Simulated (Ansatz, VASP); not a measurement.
**Two plane-wave programs on HfO2**

The input INCAR:

```
SYSTEM = HfO2
PREC = Accurate ; ENCUT = 520
EDIFF = 1E-6 ; ISMEAR = 0
SIGMA = 0.05 ; LREAL = .False.
LASPH = .True. ; NELM = 60
ALGO = Normal ; ISIF = 2
LWAVE = .False. ; LCHARG = .True.
GGA = PS ; LELF = .True.
LVHAR = .True. ; NBANDS = 18
```

The input KPOINTS:

```
Automatic mesh
0
Gamma
  8 8 8
  0 0 0
```

The input POSCAR:

```
HfO2
1.0
    0.0000000000      2.4165585107      2.4165585107
    2.4165585107      0.0000000000      2.4165585107
    2.4165585107      2.4165585107      0.0000000000
Hf O
1 2
Direct
    0.0000000000      0.0000000000      0.0000000000
    0.2500000000      0.2500000000      0.2500000000
    0.7500000000      0.7500000000      0.7500000000
```

Input for Ansatz:

```yaml
crystal:
  lattice:
    - [0.0, 2.4165585107, 2.4165585107]
    - [2.4165585107, 0.0, 2.4165585107]
    - [2.4165585107, 2.4165585107, 0.0]
  atoms:
    - { symbol: Hf, position: [0.0, 0.0, 0.0] }
    - { symbol: O, position: [0.25, 0.25, 0.25] }
    - { symbol: O, position: [0.75, 0.75, 0.75] }
basis:
  ecutwfc: 420
  ecutrho_ratio: 4
kpoints:
  mp_grid: { grid: [8, 8, 8] }
hamiltonian:
  xc: pbesol
scf:
  occupations: { method: gaussian, width: 0.05 }
output:
  forces: true
  stress: true
  eigenvalues: true
```

Alike in both runs: task single point; functional PBEsol; k mesh 8 × 8 × 8; occupations gaussian, width 0.05 eV; no spin polarisation.

|  | VASP | Ansatz |
| --- | --- | --- |
| version | VASP 6.6.1 | Ansatz 0.2.0 |
| potentials or method | VASP PAW PBE potentials, release 64 (Hf_pv, O), cutoff 520 eV | scalar-relativistic, plane waves, PAW |
| valence electrons in the cell | 22 | 38 |

VASP gave:

| Item | Value |
| --- | --- |
| gap on the k mesh at the Fermi level (eV) | 4.04 |
| least direct gap on the mesh (eV) | 4.04 |

**Question.** Which values does Ansatz return?

**Answer.** gap on the k mesh at the Fermi level (eV): 3.97; least direct gap on the mesh (eV): 3.97.

VASP's potentials were made for PBE, not for PBEsol. VASP's potentials hold 22 valence electrons a cell and Ansatz's 38, so a difference there can come from the potentials and not from the codes.

Spin-orbit coupling is off throughout.
